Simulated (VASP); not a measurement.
# As (R-3m) in VASP: notebook

As is run at these levels: r2SCAN; tasks: single point.

All numbers are computed with VASP 6.6.1; they aren't measurements. Logs are shortened: lines on timing, memory, paths and dates and some standing lists are left out, and cuts for length are marked.

### Step 1. The cell of the first run

The structure is trigonal, space group R-3m (No. 166). Conventional cell: a = 3.589 Å, b = 3.589 Å, c = 15.241 Å, α = 90.00°, β = 90.00°, γ = 120.00°. Within 3.3 Å of As (site symmetry 3m) lie 3 As at 2.48 Å.

### Step 2. Single point, r2SCAN

POSCAR

```
As
1.0
    1.7942939793      1.0359361119      5.0803418975
   -1.7942939793      1.0359361119      5.0803418975
    0.0000000000     -2.0718722239      5.0803418975
As
2
Direct
    0.7885552421      0.7885552421      0.7885552421
    0.2114447579      0.2114447579      0.2114447579
```

INCAR.step1

```
  PREC = Accurate
  ENCUT = 520
  ISMEAR = 0
  SIGMA = 0.02
  LREAL = F
  LASPH = T
  NELM = 60
  NBANDS = 12
  GGA = PE
  ALGO = Normal
  EDIFF = 1E-4
  LWAVE = T
  LCHARG = F
```

INCAR.step2

```
  PREC = Accurate
  ENCUT = 520
  EDIFF = 1E-6
  ISMEAR = 0
  SIGMA = 0.02
  LREAL = F
  LASPH = T
  NELM = 60
  ALGO = Normal
  ISIF = 2
  LWAVE = F
  LCHARG = T
  METAGGA = R2SCAN
  LMIXTAU = T
  LELF = T
  LVHAR = T
  NBANDS = 12
  ISTART = 1
```

KPOINTS

```
Automatic mesh
0
Gamma
  9 9 9
```

Potentials or basis: VASP PAW PBE potentials, release 64 (As).

On the command line:

```
cat potpaw_PBE.64/As/POTCAR > POTCAR
cp INCAR.step1 INCAR
mpirun -np 1 vasp_std > vasp.out
cp INCAR.step2 INCAR
mpirun -np 1 vasp_std > vasp.out
```

OUTCAR:

```text
PREC = Accurate
   ENCUT = 520
   EDIFF = 1E-6
   ISMEAR = 0
   LREAL = F
   LASPH = T
   NELM = 60
   ISIF = 2
   METAGGA = R2SCAN
   ISTART = 1

 ion  position               nearest neighbor table
   1  0.789  0.789  0.789-   2 2.48   2 2.48   2 2.48
   2  0.211  0.211  0.211-   1 2.48   1 2.48   1 2.48

  LATTYP: Found a trigonal (rhomboedric) cell.
 ALAT       =     5.4865771030
 COS(alpha) =     0.7860983070

  Lattice vectors:

 A1 = (   1.7942939793,   1.0359361119,   5.0803418975)
 A2 = (  -1.7942939793,   1.0359361119,   5.0803418975)
 A3 = (   0.0000000000,  -2.0718722239,   5.0803418975)

Analysis of symmetry for initial positions (statically):
=====================================================================
 Subroutine PRICEL returns:
 Original cell was already a primitive cell.

 Routine SETGRP: Setting up the symmetry group for a
 trigonal (rhombohedral) supercell.

 Subroutine GETGRP returns: Found 12 space group operations
 (whereof 12 operations were pure point group operations)
 out of a pool of 12 trial point group operations.

The static configuration has the point symmetry D_3d.

Analysis of symmetry for dynamics (positions and initial velocities):
=====================================================================
 Subroutine PRICEL returns:
 Original cell was already a primitive cell.

 Routine SETGRP: Setting up the symmetry group for a
 trigonal (rhombohedral) supercell.

 Subroutine GETGRP returns: Found 12 space group operations
 (whereof 12 operations were pure point group operations)
 out of a pool of 12 trial point group operations.

The dynamic configuration has the point symmetry D_3d.

 Subroutine INISYM returns: Found 12 space group operations
 (whereof 12 operations are pure point group operations),
 and found     1 'primitive' translations

----------------------------------------------------------------------------------------

                                     Primitive cell

  volume of cell :      56.6592

  direct lattice vectors                    reciprocal lattice vectors
     1.794293979  1.035936112  5.080341898     0.278661137  0.160885082  0.065612382
    -1.794293979  1.035936112  5.080341898    -0.278661137  0.160885082  0.065612382
     0.000000000 -2.071872224  5.080341898     0.000000000 -0.321770165  0.065612382

  length of vectors
     5.486577103  5.486577103  5.486577103     0.328391570  0.328391570  0.328391570

  position of ions in fractional coordinates (direct lattice)
     0.788555242  0.788555242  0.788555242
     0.211444758  0.211444758  0.211444758

  ion indices of the primitive-cell ions
   primitive index   ion index
                 1           1
                 2           2

----------------------------------------------------------------------------------------

 KPOINTS: Automatic mesh

Automatic generation of k-mesh.
 Grid dimensions read from file:
 generate k-points for:    9    9    9

 Generating k-lattice:

  Cartesian coordinates                     Fractional coordinates (reciprocal lattice)
     0.030962349  0.017876120  0.007290265     0.111111111  0.000000000  0.000000000
    -0.030962349  0.017876120  0.007290265     0.000000000  0.111111111  0.000000000
     0.000000000 -0.035752241  0.007290265    -0.000000000 -0.000000000  0.111111111

  Length of vectors
     0.036487952  0.036487952  0.036487952

  Shift w.r.t. Gamma in fractional coordinates (k-lattice)
     0.000000000  0.000000000  0.000000000

 Subroutine IBZKPT returns following result:
 ===========================================

 Found     85 irreducible k-points:

 Following reciprocal coordinates:
            Coordinates               Weight
  0.000000  0.000000  0.000000      1.000000
  0.111111  0.000000  0.000000      6.000000
  0.222222  0.000000  0.000000      6.000000
  0.333333  0.000000  0.000000      6.000000
  0.444444  0.000000  0.000000      6.000000
  0.111111  0.111111  0.000000      6.000000
[... 16 lines left out ...]
 -0.333333  0.333333  0.000000      6.000000
  0.444444  0.444444  0.000000      6.000000
 [... further k-points ...]
   k-points           NKPTS =     85   k-points in BZ     NKDIM =     85   number of bands    NBANDS=     12
   number of dos      NEDOS =    301   number of ions     NIONS =      2
   total plane-waves  NPLWV =  74088
   dimension x,y,z NGX =    42 NGY =   42 NGZ =   42
   dimension x,y,z NGXF=    84 NGYF=   84 NGZF=   84
   ions per type =               2
   NGX,Y,Z   is equivalent  to a cutoff of  12.73, 12.73, 12.73 a.u.
   NGXF,Y,Z  is equivalent  to a cutoff of  25.45, 25.45, 25.45 a.u.
 SYSTEM =  unknown system
   PREC   = accura    normal or accurate (medium, high low for compatibility)
   ISTART =      1    job   : 0-new  1-cont  2-samecut
   ICHARG =      0    charge: 1-file 2-atom 10-const
   ISPIN  =      1    spin polarized calculation?
   LNONCOLLINEAR =      F non collinear calculations
   LSORBIT =      F    spin-orbit coupling
   LASPH  =      T    aspherical Exc in radial PAW
   ENCUT  =  520.0 eV  38.22 Ry    6.18 a.u.  10.20 10.20 10.20*2*pi/ulx,y,z
   NELM   =     60;   NELMIN=  2; NELMDL=  0     # of ELM steps
   EDIFF  = 0.1E-05   stopping-criterion for ELM
   LREAL  =      F    real-space projection
   EDIFFG = 0.1E-04   stopping-criterion for IOM
   NSW    =      0    number of steps for IOM
   IBRION =     -1    ionic relax: 0-MD 1-quasi-New 2-CG
   NFREE  =      0    steps in history (QN), initial steepest desc. (CG)
   ISIF   =      2    stress and relaxation
   ISYM   =      2    0-nonsym 1-usesym 2-fastsym
   POTIM  = 0.5000    time-step for ionic-motion
   TEBEG  =    0.0;   TEEND  =   0.0 temperature during run
   PSTRESS=    0.0 pullay stress
   NELECT =      10.0000    total number of electrons
   NUPDOWN=      -1.0000    fix difference up-down
   EMIN   =  10.00;   EMAX   =-10.00  energy-range for DOS
   EFERMI =   0.00;   METHOD = LEGACY
   ISMEAR =     0;   SIGMA  =   0.02  broadening in eV -4-tet -1-fermi 0-gaus
   EFERMI_NEDOS =   21; number of points for ismear=-14 and -15
   IALGO  =     38    algorithm
   IMIX   =      4    mixing-type and parameters
     AMIX     =   0.40;   BMIX     =  1.00
     AMIX_MAG =   1.60;   BMIX_MAG =  1.00
  volume/ion in A,a.u.               =      28.33       191.18
  Fermi-wavevector in a.u.,A,eV,Ry     =   0.918300  1.735335 11.473451  0.843275
  Thomas-Fermi vector in A             =   2.043366
   LORBIT       =      0    0 simple, 1 ext, 2 COOP (PROOUT), +10 PAW based schemes
   METAGGA = R2SCAN    functional components
   LHFCALC =     F    Hartree Fock is set to
   AEXX    =    0.0000 exact exchange contribution
   IVDW    =     0    specifies the selected vdW correction
   LEPSILON=     F    determine dielectric tensor
   LRPA    =     F    only Hartree local field effects (RPA)
 non-spin polarized calculation
 Gauss-broadening in eV      SIGMA  =   0.02
  energy-cutoff  :      520.00
  volume of cell :       56.66
 maximum number of plane-waves:      1555
 NGX is ok and might be reduce to    42
   NGX = 21   NGY = 21   NGZ = 21

 number of electron      10.0000000 magnetization

 Free energy of the ion-electron system (eV)
  ---------------------------------------------------
  ext. energy  EPLUGINS =         0.00000000
  ---------------------------------------------------
  free energy    TOTEN  =       -29.41763670 eV

  energy without entropy =      -29.41763670  energy(sigma->0) =      -29.41763670

 E-fermi :   2.7119     XC(G=0):  -8.8275

 val. band max:        2.5898372074   @ k =  -0.4444   0.4444   0.4444
 cond. band min:       3.2395712613   @ k =   0.3333   0.0000   0.0000
 fundamental gap:      0.6497340538
 Fermi energy:         2.7119341442

 k-point     1 :       0.0000    0.0000    0.0000
  band No.  band energies     occupation
      1     -12.4565      2.00000
      2      -5.1594      2.00000
      3       0.3331      2.00000
      4       1.6751      2.00000
      5       1.6751      2.00000
      6       4.5649      0.00000
      7       5.6064      0.00000
      8       5.6064      0.00000
      9      11.1697      0.00000
     10      12.2650      0.00000
     11      12.2650      0.00000
     12      12.7349      0.00000

 k-point     2 :       0.1111    0.0000    0.0000
  band No.  band energies     occupation
      1     -12.2804      2.00000
      2      -5.1805      2.00000
      3       0.3865      2.00000
      4       0.5125      2.00000
      5       1.3258      2.00000
      6       4.8707      0.00000
      7       5.9438      0.00000
      8       5.9749      0.00000
      9      10.3341      0.00000
     10      11.6938      0.00000
     11      12.0767      0.00000
     12      12.7232      0.00000

 k-point     3 :       0.2222    0.0000    0.0000
  band No.  band energies     occupation
      1     -11.7613      2.00000
      2      -5.4386      2.00000
      3      -1.1599      2.00000
      4       0.6563      2.00000
      5       0.8546      2.00000
      6       3.8906      0.00000
      7       6.4036      0.00000
      8       6.6163      0.00000
      9       9.7560      0.00000
     10      11.0152      0.00000
     11      12.4854      0.00000
     12      13.8677      0.00000
[... 286 lines left out ...]
 k-point    23 :      -0.3333    0.3333    0.0000
  band No.  band energies     occupation
      1      -8.6094      2.00000
      2      -8.6028      2.00000
      3      -2.8599      2.00000
      4      -0.3332      2.00000
      5      -0.2261      2.00000
      6       4.1012      0.00000
      7       6.2991      0.00000
      8       7.4474      0.00000
      9      10.9827      0.00000
     10      11.0795      0.00000
     11      12.3630      0.00000
     12      12.4071      0.00000

 k-point    24 :       0.4444    0.4444    0.0000
  band No.  band energies     occupation
      1     -10.0116      2.00000
      2      -7.4158      2.00000
      3      -1.9653      2.00000
      4      -0.3041      2.00000
      5      -0.0610      2.00000
      6       4.3532      0.00000
      7       6.2518      0.00000
      8       6.9831      0.00000
      9       9.2432      0.00000
     10      11.7588      0.00000
     11      12.4477      0.00000
     12      14.4601      0.00000

 [... further k-points ...]

------------------------ aborting loop because EDIFF is reached ----------------------------------------

  FORCE on cell =-STRESS in cart. coord.  units (eV):
  Direction    XX          YY          ZZ          XY          YZ          ZX
  --------------------------------------------------------------------------------------
  -------------------------------------------------------------------------------------
  Total        0.0362120      0.0362120      0.0838279      0.0000000     -0.0000000      0.0000000
  in kB        1.0239810      1.0239810      2.3704362      0.0000000     -0.0000000      0.0000000
  external PRESSURE =       1.4727994 kB  Pullay stress =       0.0000000 kB

 VOLUME and BASIS-vectors are now :
 -----------------------------------------------------------------------------
  energy-cutoff  :      520.00
  volume of cell :       56.66
      direct lattice vectors                 reciprocal lattice vectors
     1.794293979  1.035936112  5.080341898     0.278661137  0.160885082  0.065612382
    -1.794293979  1.035936112  5.080341898    -0.278661137  0.160885082  0.065612382
     0.000000000 -2.071872224  5.080341898     0.000000000 -0.321770165  0.065612382

 POSITION                                       TOTAL-FORCE (eV/Angst)
 -----------------------------------------------------------------------------------
      0.00000     -0.00000     12.01839         0.000000      0.000000     -0.061988
      0.00000     -0.00000      3.22263         0.000000     -0.000000      0.061988
 -----------------------------------------------------------------------------------
    total drift:                                0.000000     -0.000000      0.000000

  FREE ENERGIE OF THE ION-ELECTRON SYSTEM (eV)
  ---------------------------------------------------
  free  energy   TOTEN  =       -29.4176367013 eV

  energy  without entropy=      -29.4176367013  energy(sigma->0) =      -29.41763670
```

Run time: 3.2 min. Hardware: 1 thread of Intel Xeon 6975P-C (Granite Rapids), shared host; peak memory 0.29 GiB.

What came out:

```
Free energy            : -29.4176 eV
Pressure               : 0.1 GPa
Largest force          : 0.062 eV/Å
Band gap on the k mesh : 0.65 eV, indirect (least direct gap 1.39 eV)
```

Forces on the atoms (eV/Å):
```
As   0.000  0.000 -0.062
As   0.000  0.000  0.062
```

Levels at points of the mesh, in eV from the valence-band top:
| k point | band 1 | band 2 | band 3 | band 4 | band 5 | band 6 | band 7 | band 8 | band 9 | band 10 |
| --- | --- | --- | --- | --- | --- | --- | --- | --- | --- | --- |
| (0.00, 0.00, 0.00) | -15.05 | -7.75 | -2.26 | -0.91 | -0.91 | 1.98 | 3.02 | 3.02 | 8.58 | 9.68 |

Caveat: the PAW data sets were made with another functional, which shifts forces and pressure a little.

### Step 3. Single point, r2SCAN (volume scaled by 1.03, then relaxed in part)

POSCAR

```
As
1.0
    1.7944840584      1.0360458541      5.2316436640
   -1.7944840584      1.0360458541      5.2316436640
    0.0000000000     -2.0720917083      5.2316436640
As
2
Direct
    0.7898053310      0.7898053310      0.7898053310
    0.2101946690      0.2101946690      0.2101946690
```

INCAR.step1

```
SYSTEM = As
  ALGO = Normal
  EDIFF = 1E-4
  ENCUT = 520
  GGA = PE
  ISMEAR = 0
  LASPH = .True.
  LCHARG = .False.
  LREAL = .False.
  LWAVE = .True.
  NBANDS = 12
  NELM = 60
  PREC = Accurate
  SIGMA = 0.02
```

INCAR.step2

```
SYSTEM = As
  ALGO = Normal
  EDIFF = 1E-6
  ENCUT = 520
  ISIF = 2
  ISMEAR = 0
  ISTART = 1
  LASPH = .True.
  LCHARG = .False.
  LMIXTAU = .True.
  LREAL = .False.
  LWAVE = .False.
  METAGGA = R2SCAN
  NBANDS = 12
  NELM = 60
  PREC = Accurate
  SIGMA = 0.02
```

KPOINTS

```
k-points
0
Gamma
  9 9 9
  0 0 0
```

Potentials or basis: VASP PAW PBE potentials, release 64 (As).

On the command line:

```
cat potpaw_PBE.64/As/POTCAR > POTCAR
cp INCAR.step1 INCAR
mpirun -np 1 vasp_std > vasp.out
cp INCAR.step2 INCAR
mpirun -np 1 vasp_std > vasp.out
```

It took 3 min on 1 thread of Intel Xeon 6975P-C (Granite Rapids), shared host; peak memory 0.29 GiB.

Results (log left out):

```yaml
Free_energy: -29.4170 eV
Pressure: -0.1 GPa
Largest_force: 0.055 eV/Å
Band_gap_on_the_k_mesh: 0.85 eV, indirect (least direct gap 1.55 eV)
```

Forces on the atoms (eV/Å):
```
As   0.000  0.000 -0.055
As   0.000  0.000  0.055
```

Stress tensor (GPa, compression positive):
```
-0.10  0.00  0.00
 0.00 -0.10  0.00
 0.00  0.00  0.04
```

Levels at points of the mesh, in eV from the valence-band top:
```
           k point  band 1  band 2  band 3  band 4  band 5  band 6  band 7  band 8  band 9  band 10
(0.00, 0.00, 0.00)  -14.87   -7.66   -1.99   -0.74   -0.74    2.10    3.16    3.16    8.45     9.89
```

Caveat: the PAW data sets were made with another functional, which shifts forces and pressure a little. A k mesh can miss the band edges.

### Step 4. Single point, r2SCAN (volume scaled by 1.06, then relaxed in part)

POSCAR

```
As
1.0
    1.7941121457      1.0358311303      5.3862540408
   -1.7941121457      1.0358311303      5.3862540408
    0.0000000000     -2.0716622606      5.3862540408
As
2
Direct
    0.7910347040      0.7910347040      0.7910347040
    0.2089652960      0.2089652960      0.2089652960
```

INCAR.step1

```
  PREC = Accurate
  ENCUT = 520
  ISMEAR = 0
  SIGMA = 0.02
  LREAL = F
  LASPH = T
  NELM = 60
  NBANDS = 12
  GGA = PE
  ALGO = Normal
  EDIFF = 1E-4
  LWAVE = T
  LCHARG = F
```

INCAR.step2

```
  PREC = Accurate
  ENCUT = 520
  EDIFF = 1E-7
  ISMEAR = 0
  SIGMA = 0.02
  LREAL = F
  LASPH = T
  NELM = 60
  ALGO = Normal
  ISIF = 2
  LWAVE = F
  LCHARG = F
  METAGGA = R2SCAN
  LMIXTAU = T
  NBANDS = 12
  ISTART = 1
```

KPOINTS

```
Automatic mesh
0
Gamma
  9 9 9
```

On the command line:

```
cat potpaw_PBE.64/As/POTCAR > POTCAR
cp INCAR.step1 INCAR
mpirun -np 1 vasp_std > vasp.out
cp INCAR.step2 INCAR
mpirun -np 1 vasp_std > vasp.out
```

Run time: 4.4 min. Hardware: 1 thread of Intel Xeon 6975P-C (Granite Rapids), shared host; peak memory 0.37 GiB.

The run converged. Its results:

```
Free energy            : -29.4148 eV
Pressure               : -0.1 GPa
Largest force          : 0.058 eV/Å
Band gap on the k mesh : 1.03 eV, indirect (least direct gap 1.71 eV)
```

Forces on the atoms (eV/Å):
```
As   0.000  0.000 -0.058
As   0.000  0.000  0.058
```

Stress tensor (GPa, compression positive):
```
-0.20  0.00  0.00
 0.00 -0.20  0.00
 0.00  0.00 -0.05
```

Levels at points of the mesh, in eV from the valence-band top:
| k point | band 1 | band 2 | band 3 | band 4 | band 5 | band 6 | band 7 | band 8 | band 9 | band 10 |
| --- | --- | --- | --- | --- | --- | --- | --- | --- | --- | --- |
| (0.00, 0.00, 0.00) | -14.71 | -7.57 | -1.74 | -0.59 | -0.59 | 2.22 | 3.30 | 3.30 | 8.30 | 10.09 |

Caveat: the PAW data sets were made with another functional, which shifts forces and pressure a little.

(Part 1 of 2 ends here.)
